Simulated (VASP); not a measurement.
Here is a VASP 6.6.1 calculation.

The input INCAR:

```
ALGO     = Normal         # electronic algorithm
EDIFF    = 1E-7           # SCF threshold, eV
ENCUT    = 520            # plane-wave cutoff, eV
GGA      = PE             # functional
ISIF     = 2              # what is computed and relaxed
ISMEAR   = 0              # smearing method
LASPH    = T              # aspherical terms in the spheres
LCHARG   = F              # write CHGCAR
LREAL    = F              # projectors in reciprocal space
LWAVE    = F              # write WAVECAR
NBANDS   = 9              # bands
NELM     = 100            # most SCF steps
PREC     = Accurate       # precision mode
SIGMA    = 0.01           # smearing width, eV
```

Contents of KPOINTS:

```
k-points
0
Gamma
  6 6 6
```

File POSCAR:

```
LiH
1.0
    2.5016587118      0.0000000000      0.0000000000
    0.0000000000      2.5016587118      0.0000000000
    0.0000000000      0.0000000000      2.5016587118
Li H
1 1
Direct
    0.0000000000      0.0000000000      0.0000000000
    0.5000000000      0.5000000000      0.5000000000
```

Potentials or basis: VASP PAW PBE potentials, release 64 (Li_sv, H).

Run with:

```bash
$ cat potpaw_PBE.64/Li_sv/POTCAR potpaw_PBE.64/H/POTCAR > POTCAR
$ mpirun -np 1 vasp_std > vasp.out
```

Q: Predict the band gap on the k mesh.

A: 0.72 eV, indirect (least direct gap 4.20 eV).

 A hybrid or GW would open this gap; PBE tends to underestimate it.
